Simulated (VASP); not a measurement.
# NaF (I4/mmm) in VASP: further runs

The runs below take NaF through single point, with LDA.

All numbers are computed with VASP 6.6.1; they aren't measurements. Logs are shortened: lines on timing, memory, paths and dates and some standing lists are left out, and cuts for length are marked.

## Step 1: The cell of the first run

It takes space group I4/mmm (No. 139, tetragonal). Conventional cell: a = 3.450 Å, b = 3.450 Å, c = 4.647 Å, α = 90.00°, β = 90.00°, γ = 90.00°. Na (site symmetry 4/mmm) has 6 F at 2.32 to 2.44 Å within 3.1 Å. Within 3.1 Å of F (site symmetry 4/mmm) lie 6 Na at 2.32 to 2.44 Å.

## Step 2: Single point, LDA (strain +0.050 along x and y, +0.000 along z)

Contents of INCAR:

```
SYSTEM = NaF
  PREC = Accurate
  ENCUT = 520
  EDIFF = 1E-6
  ISMEAR = 0
  SIGMA = 0.05
  LREAL = .FALSE.
  LASPH = .TRUE.
  NELM = 80
  ALGO = Normal
  ISIF = 2
  LWAVE = .FALSE.
  LCHARG = .FALSE.
  NBANDS = 14
```

Contents of KPOINTS:

```
regular mesh
0
G
  8 8 8
  0 0 0
```

Contents of POSCAR:

```
NaF
1.0
    0.0000000000      2.4394650000      2.3233000000
    2.4394650000      0.0000000000      2.3233000000
    2.4394650000      2.4394650000      0.0000000000
Na F
1 1
Direct
    0.0000000000      0.0000000000      0.0000000000
    0.5000000000      0.5000000000      0.5000000000
```

Potentials or basis: VASP PAW LDA potentials, release 64 (Na_pv, F).

Run with:

```bash
> cat potpaw_LDA.64/Na_pv/POTCAR potpaw_LDA.64/F/POTCAR > POTCAR
> mpirun -np 1 vasp_std > vasp.out
```

OUTCAR:

```text
SYSTEM = NaF
   PREC = Accurate
   ENCUT = 520
   EDIFF = 1E-6
   ISMEAR = 0
   LREAL = .FALSE.
   LASPH = .TRUE.
   NELM = 80
   ISIF = 2

 ion  position               nearest neighbor table
   1  0.000  0.000  0.000-   2 2.32   2 2.32
   2  0.500  0.500  0.500-   1 2.32   1 2.32

  LATTYP: Found a body centered tetragonal cell.
 ALAT       =     3.4499244879
 C/A-ratio  =     1.3468700594

  Lattice vectors:

 A1 = (   0.0000000000,  -2.4394650000,  -2.3233000000)
 A2 = (   0.0000000000,   2.4394650000,  -2.3233000000)
 A3 = (   2.4394650000,   0.0000000000,   2.3233000000)

Analysis of symmetry for initial positions (statically):
=====================================================================
 Subroutine PRICEL returns:
 Original cell was already a primitive cell.

 Routine SETGRP: Setting up the symmetry group for a
 body centered tetragonal supercell.

 Subroutine GETGRP returns: Found 16 space group operations
 (whereof 16 operations were pure point group operations)
 out of a pool of 16 trial point group operations.

The static configuration has the point symmetry D_4h.

Analysis of symmetry for dynamics (positions and initial velocities):
=====================================================================
 Subroutine PRICEL returns:
 Original cell was already a primitive cell.

 Routine SETGRP: Setting up the symmetry group for a
 body centered tetragonal supercell.

 Subroutine GETGRP returns: Found 16 space group operations
 (whereof 16 operations were pure point group operations)
 out of a pool of 16 trial point group operations.

The dynamic configuration has the point symmetry D_4h.

 Subroutine INISYM returns: Found 16 space group operations
 (whereof 16 operations are pure point group operations),
 and found     1 'primitive' translations

----------------------------------------------------------------------------------------

                                     Primitive cell

  volume of cell :      27.6519

  direct lattice vectors                    reciprocal lattice vectors
     0.000000000  2.439465000  2.323300000    -0.204962973  0.204962973  0.215211122
     2.439465000  0.000000000  2.323300000     0.204962973 -0.204962973  0.215211122
     2.439465000  2.439465000  0.000000000     0.204962973  0.204962973 -0.215211122

  length of vectors
     3.368785000  3.368785000  3.449924488     0.361020038  0.361020038  0.361020038

  position of ions in fractional coordinates (direct lattice)
     0.000000000  0.000000000  0.000000000
     0.500000000  0.500000000  0.500000000

  ion indices of the primitive-cell ions
   primitive index   ion index
                 1           1
                 2           2

----------------------------------------------------------------------------------------

 KPOINTS: regular mesh

Automatic generation of k-mesh.
 Grid dimensions read from file:
 generate k-points for:    8    8    8

 Generating k-lattice:

  Cartesian coordinates                     Fractional coordinates (reciprocal lattice)
    -0.025620372  0.025620372  0.026901390     0.125000000  0.000000000  0.000000000
     0.025620372 -0.025620372  0.026901390     0.000000000  0.125000000  0.000000000
     0.025620372  0.025620372 -0.026901390     0.000000000  0.000000000  0.125000000

  Length of vectors
     0.045127505  0.045127505  0.045127505

  Shift w.r.t. Gamma in fractional coordinates (k-lattice)
     0.000000000  0.000000000  0.000000000

 Subroutine IBZKPT returns following result:
 ===========================================

 Found     59 irreducible k-points:

 Following reciprocal coordinates:
            Coordinates               Weight
  0.000000  0.000000  0.000000      1.000000
  0.125000  0.000000  0.000000      8.000000
  0.250000  0.000000  0.000000      8.000000
  0.375000  0.000000  0.000000      8.000000
  0.500000  0.000000  0.000000      4.000000
  0.125000  0.125000  0.000000      2.000000
[... 16 lines left out ...]
  0.250000  0.000000  0.125000     16.000000
  0.375000  0.000000  0.125000     16.000000
 [... further k-points ...]
   k-points           NKPTS =     59   k-points in BZ     NKDIM =     59   number of bands    NBANDS=     14
   number of dos      NEDOS =    301   number of ions     NIONS =      2
   total plane-waves  NPLWV =  21952
   dimension x,y,z NGX =    28 NGY =   28 NGZ =   28
   dimension x,y,z NGXF=    56 NGYF=   56 NGZF=   56
   ions per type =               1   1
   NGX,Y,Z   is equivalent  to a cutoff of  13.82, 13.82, 13.49 a.u.
   NGXF,Y,Z  is equivalent  to a cutoff of  27.64, 27.64, 26.99 a.u.
 SYSTEM =  NaF
   PREC   = accura    normal or accurate (medium, high low for compatibility)
   ISTART =      0    job   : 0-new  1-cont  2-samecut
   ICHARG =      2    charge: 1-file 2-atom 10-const
   ISPIN  =      1    spin polarized calculation?
   LNONCOLLINEAR =      F non collinear calculations
   LSORBIT =      F    spin-orbit coupling
   LASPH  =      T    aspherical Exc in radial PAW
   ENCUT  =  520.0 eV  38.22 Ry    6.18 a.u.   6.26  6.26  6.41*2*pi/ulx,y,z
   NELM   =     80;   NELMIN=  2; NELMDL= -5     # of ELM steps
   EDIFF  = 0.1E-05   stopping-criterion for ELM
   LREAL  =      F    real-space projection
   EDIFFG = 0.1E-04   stopping-criterion for IOM
   NSW    =      0    number of steps for IOM
   IBRION =     -1    ionic relax: 0-MD 1-quasi-New 2-CG
   NFREE  =      0    steps in history (QN), initial steepest desc. (CG)
   ISIF   =      2    stress and relaxation
   ISYM   =      2    0-nonsym 1-usesym 2-fastsym
   POTIM  = 0.5000    time-step for ionic-motion
   TEBEG  =    0.0;   TEEND  =   0.0 temperature during run
   PSTRESS=    0.0 pullay stress
   NELECT =      14.0000    total number of electrons
   NUPDOWN=      -1.0000    fix difference up-down
   EMIN   =  10.00;   EMAX   =-10.00  energy-range for DOS
   EFERMI =   0.00;   METHOD = LEGACY
   ISMEAR =     0;   SIGMA  =   0.05  broadening in eV -4-tet -1-fermi 0-gaus
   EFERMI_NEDOS =   21; number of points for ismear=-14 and -15
   IALGO  =     38    algorithm
   IMIX   =      4    mixing-type and parameters
     AMIX     =   0.40;   BMIX     =  1.00
     AMIX_MAG =   1.60;   BMIX_MAG =  1.00
  volume/ion in A,a.u.               =      13.83        93.30
  Fermi-wavevector in a.u.,A,eV,Ry     =   1.304796  2.465707 23.163825  1.702493
  Thomas-Fermi vector in A             =   2.435708
   LORBIT       =      0    0 simple, 1 ext, 2 COOP (PROOUT), +10 PAW based schemes
   GGA     = CA    functional components
   LHFCALC =     F    Hartree Fock is set to
   AEXX    =    0.0000 exact exchange contribution
   IVDW    =     0    specifies the selected vdW correction
   LEPSILON=     F    determine dielectric tensor
   LRPA    =     F    only Hartree local field effects (RPA)
 non-spin polarized calculation
 Gauss-broadening in eV      SIGMA  =   0.05
  energy-cutoff  :      520.00
  volume of cell :       27.65
 maximum number of plane-waves:       772
 NGX is ok and might be reduce to    28
   NGX = 13   NGY = 13   NGZ = 13

 number of electron      13.9999998 magnetization

 Free energy of the ion-electron system (eV)
  ---------------------------------------------------
  ext. energy  EPLUGINS =         0.00000000
  ---------------------------------------------------
  free energy    TOTEN  =        -9.19747582 eV

  energy without entropy =       -9.19747582  energy(sigma->0) =       -9.19747582

 E-fermi :  -2.5808     XC(G=0):  -9.4209

 val. band max:       -2.9256254291   @ k =   0.0000   0.0000   0.0000
 cond. band min:       2.5056349740   @ k =   0.0000   0.0000   0.0000
 fundamental gap:      5.4312604032
 Fermi energy:        -2.5808319922

 k-point     1 :       0.0000    0.0000    0.0000
  band No.  band energies     occupation
      1     -22.0090      2.00000
      2     -22.0090      2.00000
      3     -21.9945      2.00000
      4     -21.5274      2.00000
      5      -2.9443      2.00000
      6      -2.9256      2.00000
      7      -2.9256      2.00000
      8       2.5056      0.00000
      9      14.7899      0.00000
     10      14.7899      0.00000
     11      15.1162      0.00000
     12      17.4993      0.00000
     13      18.9373      0.00000
     14      20.2664      0.00000

 k-point     2 :       0.1250    0.0000    0.0000
  band No.  band energies     occupation
      1     -22.1227      2.00000
      2     -22.0111      2.00000
      3     -22.0019      2.00000
      4     -21.3901      2.00000
      5      -3.2060      2.00000
      6      -2.9667      2.00000
      7      -2.9610      2.00000
      8       3.0203      0.00000
      9      13.1963      0.00000
     10      14.9537      0.00000
     11      15.2185      0.00000
     12      18.3502      0.00000
     13      19.1040      0.00000
     14      19.5227      0.00000

 k-point     3 :       0.2500    0.0000    0.0000
  band No.  band energies     occupation
      1     -22.3038      2.00000
      2     -22.0162      2.00000
      3     -22.0043      2.00000
      4     -21.1667      2.00000
      5      -3.7530      2.00000
      6      -3.0451      2.00000
      7      -3.0373      2.00000
      8       4.2636      0.00000
      9      11.1190      0.00000
     10      15.2334      0.00000
     11      15.7094      0.00000
     12      17.7898      0.00000
     13      18.6090      0.00000
     14      19.5410      0.00000
[... 324 lines left out ...]
 k-point    23 :       0.2500    0.0000    0.1250
  band No.  band energies     occupation
      1     -22.2310      2.00000
      2     -22.0183      2.00000
      3     -22.0070      2.00000
      4     -21.2486      2.00000
      5      -3.6209      2.00000
      6      -3.0730      2.00000
      7      -3.0479      2.00000
      8       4.1401      0.00000
      9      11.6148      0.00000
     10      15.0084      0.00000
     11      15.2206      0.00000
     12      16.2605      0.00000
     13      19.9944      0.00000
     14      21.0543      0.00000

 k-point    24 :       0.3750    0.0000    0.1250
  band No.  band energies     occupation
      1     -22.3557      2.00000
      2     -22.0249      2.00000
      3     -22.0123      2.00000
      4     -21.0813      2.00000
      5      -4.0351      2.00000
      6      -3.1797      2.00000
      7      -3.1268      2.00000
      8       5.5515      0.00000
      9      10.0158      0.00000
     10      14.4597      0.00000
     11      15.4652      0.00000
     12      16.5149      0.00000
     13      19.5986      0.00000
     14      20.8873      0.00000

 [... further k-points ...]

------------------------ aborting loop because EDIFF is reached ----------------------------------------

  FORCE on cell =-STRESS in cart. coord.  units (eV):
  Direction    XX          YY          ZZ          XY          YZ          ZX
  --------------------------------------------------------------------------------------
  -------------------------------------------------------------------------------------
  Total       -1.3784991     -1.3784991     -1.0817691      0.0000000      0.0000000      0.0000000
  in kB      -79.8716374    -79.8716374    -62.6787995      0.0000000      0.0000000      0.0000000
  external PRESSURE =     -74.1406914 kB  Pullay stress =       0.0000000 kB

 VOLUME and BASIS-vectors are now :
 -----------------------------------------------------------------------------
  energy-cutoff  :      520.00
  volume of cell :       27.65
      direct lattice vectors                 reciprocal lattice vectors
     0.000000000  2.439465000  2.323300000    -0.204962973  0.204962973  0.215211122
     2.439465000  0.000000000  2.323300000     0.204962973 -0.204962973  0.215211122
     2.439465000  2.439465000  0.000000000     0.204962973  0.204962973 -0.215211122

 POSITION                                       TOTAL-FORCE (eV/Angst)
 -----------------------------------------------------------------------------------
      0.00000      0.00000      0.00000         0.000000      0.000000      0.000000
      2.43947      2.43947      2.32330        -0.000000     -0.000000      0.000000
 -----------------------------------------------------------------------------------
    total drift:                                0.000000      0.000000      0.000000

  FREE ENERGIE OF THE ION-ELECTRON SYSTEM (eV)
  ---------------------------------------------------
  free  energy   TOTEN  =        -9.1974758196 eV

  energy  without entropy=       -9.1974758196  energy(sigma->0) =       -9.19747582
```

Wall time 32 s (1 thread of Intel Xeon 8259CL, shared host); peak memory 0.15 GiB.

What came out:

```yaml
Free_energy: -9.1975 eV
Pressure: -7.4 GPa
Band_gap_on_the_k_mesh: 5.43 eV
```

Caveat: the cell differs from its parent crystal (strain +0.050 along x and y, +0.000 along z); the cell stands under tension.

## Step 3: Single point, LDA (strain +0.050 along x and y, -0.025 along z)

Contents of INCAR:

```
SYSTEM = NaF
ALGO     = Normal         ! electronic algorithm
EDIFF    = 1E-6           ! SCF threshold, eV
ENCUT    = 520            ! plane-wave cutoff, eV
GGA      = CA             ! functional
ISIF     = 2              ! what is computed and relaxed
ISMEAR   = 0              ! smearing method
LASPH    = .TRUE.         ! aspherical terms in the spheres
LCHARG   = .TRUE.         ! write CHGCAR
LELF     = .TRUE.         ! ELF
LREAL    = .FALSE.        ! projectors in reciprocal space
LVHAR    = .TRUE.       
LWAVE    = .FALSE.        ! write WAVECAR
NBANDS   = 14             ! bands
NELM     = 60             ! most SCF steps
PREC     = Accurate       ! precision mode
SIGMA    = 0.05           ! smearing width, eV
```

Contents of KPOINTS:

```
k-points
0
G
  8 8 8
  0 0 0
```

Contents of POSCAR:

```
NaF
1.0
    0.0000000000      2.4394650000      2.2652175000
    2.4394650000      0.0000000000      2.2652175000
    2.4394650000      2.4394650000      0.0000000000
Na F
1 1
Direct
    0.0000000000      0.0000000000      0.0000000000
    0.5000000000      0.5000000000      0.5000000000
```

Potentials or basis: VASP PAW LDA potentials, release 64 (Na_pv, F).

Run with:

```bash
> cat potpaw_LDA.64/Na_pv/POTCAR potpaw_LDA.64/F/POTCAR > POTCAR
> mpirun -np 1 vasp_std > vasp.out
```

Wall time 27 s (1 thread of Intel Xeon 8259CL, shared host); peak memory 0.14 GiB.

Results (log left out):

```yaml
Free_energy: -9.2192 eV
Pressure: -6.5 GPa
Band_gap_on_the_k_mesh: 5.54 eV
```

Stress tensor (GPa, compression positive):
```
-7.66  0.00  0.00
 0.00 -7.66  0.00
 0.00  0.00 -4.12
```

Levels at points of the mesh, in eV from the valence-band top:
```tsv
k point	band 3	band 4	band 5	band 6	band 7	band 8	band 9	band 10	band 11	band 12
(0.00, 0.00, 0.00)	-18.98	-18.64	-0.02	0.00	0.00	5.54	17.86	17.86	18.36	20.68
(0.50, 0.00, 0.00)	-18.99	-17.94	-1.50	-0.26	-0.22	9.91	11.43	18.19	19.55	21.05
(0.50, 0.50, 0.00)	-19.05	-18.40	-1.14	-0.46	-0.46	12.14	12.75	12.77	17.76	17.76
(0.50, 0.00, 0.50)	-19.02	-18.43	-1.25	-0.41	-0.29	11.80	12.37	12.84	18.33	18.96
```

Caveat: the cell differs from its parent crystal (strain +0.050 along x and y, -0.025 along z); the cell stands under tension.
